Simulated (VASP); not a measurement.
Set up this calculation in VASP 6.6.1, as the native input.

```
Task                   : single point
Functional             : PBEsol
Potentials or basis    : VASP PAW PBE potentials, release 64 (Al, N)
Cutoff                 : 520 eV
k mesh                 : 9 × 9 × 6
Occupations            : gaussian, width 0.05 eV
Spin                   : no spin polarisation
Dipole correction      : no
Further INCAR settings : ALGO = Normal; EDIFF = 1e-06; NBANDS = 16
```

The structure of AlN lies in POSCAR:

```
AlN
1.0
    3.4443013472      0.0000000000      0.0000000000
   -1.7221506736      2.9828524650      0.0000000000
    0.0000000000      0.0000000000      3.9864343793
Al N
2 2
Direct
    0.3333333333      0.6666666667      0.7500000000
    0.6666666667      0.3333333333      0.2500000000
    0.3333333333      0.6666666667      0.2500000000
    0.6666666667      0.3333333333      0.7500000000
```

This cell differs from its parent crystal: volume 10.239 Å^3 an atom, c/a of the conventional cell 1.1574.

One way to write it, as run:

INCAR

```
SYSTEM = AlN
PREC = Accurate
ENCUT = 520
EDIFF = 1E-6
ISMEAR = 0
SIGMA = 0.05
LREAL = .False.
LASPH = .True.
NELM = 100
ALGO = Normal
ISIF = 2
LWAVE = .False.
LCHARG = .False.
GGA = PS
NBANDS = 16
```

KPOINTS

```
regular mesh
0
Gamma
  9 9 6
  0 0 0
```

Potentials or basis: VASP PAW PBE potentials, release 64 (Al, N).

Run with:

```sh
$ cat potpaw_PBE.64/Al/POTCAR potpaw_PBE.64/N/POTCAR > POTCAR
$ mpirun -np 1 vasp_std > vasp.out
```

Results of the run:

| Item | Value |
| --- | --- |
| Pressure | -8.7 GPa |
| Band gap on the k mesh | 3.26 eV, direct |

Caveat: the PAW data sets were made with another functional, which shifts forces and pressure a little.

Run time: 64 s on 1 thread of AMD EPYC 7R13, with other jobs on the host, peak memory 0.14 GiB.
